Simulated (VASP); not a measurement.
# InSe: single point with PBEsol

InSe:

```xyz
12
Lattice="-2.0000 -3.4641 0.0000 2.0000 -3.4641 0.0000 0.0000 0.0000 24.8000" Properties=species:S:1:pos:R:3 pbc="T T T"
In    0.0000    0.0000   19.3924
In    0.0000   -2.3094    2.7591
In    0.0000   -4.6188   11.0757
In    0.0000   -6.9282   22.1918
In    0.0000   -2.3094    5.5584
In    0.0000   -4.6188   13.8751
Se    0.0000   -6.9282    9.7991
Se    0.0000   -2.3094   18.1158
Se    0.0000   -4.6188    1.4824
Se    0.0000   -6.9282   15.1509
Se    0.0000   -2.3094   23.4676
Se    0.0000   -4.6188    6.8342
```

This cell differs from its parent crystal: the distance across one plane changed.

```
Program                : VASP 6.6.1
Task                   : single point
Functional             : PBEsol
Potentials or basis    : VASP PAW PBE potentials, release 64 (In_d, Se)
Cutoff                 : 500 eV
k mesh                 : 10 × 10 × 2
Occupations            : gaussian, width 0.03 eV
Spin                   : no spin polarisation
Dipole correction      : no
Further INCAR settings : ALGO = Normal; EDIFF = 1e-06; NBANDS = 69
```

```yaml
Pressure: 0.4 GPa
Largest_force: 0.193 eV/Å
Band_gap_on_the_k_mesh: 0.26 eV
```

Forces on the atoms (eV/Å):
```
In   0.000  0.000  0.175
In   0.000  0.000  0.193
In   0.000  0.000  0.176
In   0.000  0.000 -0.190
In   0.000  0.000 -0.173
In   0.000  0.000 -0.175
Se   0.000  0.000 -0.030
Se   0.000  0.000 -0.029
Se   0.000  0.000  0.013
Se   0.000  0.000  0.029
Se   0.000  0.000 -0.018
Se   0.000  0.000  0.029
```

Stress tensor (GPa, compression positive):
```
0.56 0.00 0.00
0.00 0.56 0.00
0.00 0.00 0.05
```

Levels at points of the mesh, in eV from the valence-band top:
```csv
k point,band 53,band 54,band 55,band 56,band 57,band 58,band 59,band 60,band 61,band 62
"(0.00, 0.00, 0.00)",-1.19,-1.19,-1.19,-0.66,-0.63,0.84,0.87,1.70,1.96,2.02
"(0.50, 0.00, 0.00)",-2.19,-2.07,-1.79,-1.77,-1.56,0.99,1.18,1.21,1.68,1.72
"(0.00, 0.00, 0.50)",-1.23,-1.23,-1.17,-1.17,0.00,0.26,1.40,1.45,2.00,2.01
"(0.50, 0.00, 0.50)",-2.12,-2.10,-1.73,-1.70,-1.68,1.01,1.19,1.23,1.64,1.68
```

Run time: 14 min on 1 thread of Intel(R) Xeon(R) Platinum 8259CL CPU @ 2.50GHz (Skylake/Cascade Lake), with other jobs on the host, peak memory 0.7 GiB.

Caveat: the cell differs from its parent crystal (the distance across one plane changed); the PAW data sets were made with another functional, which shifts forces and pressure a little; spin-orbit coupling is left out, which moves the levels of the heavy elements; this functional lacks dispersion, which binds layers or chains, so the pressure and a relaxed spacing across them are unreliable. A k mesh can miss the band edges.
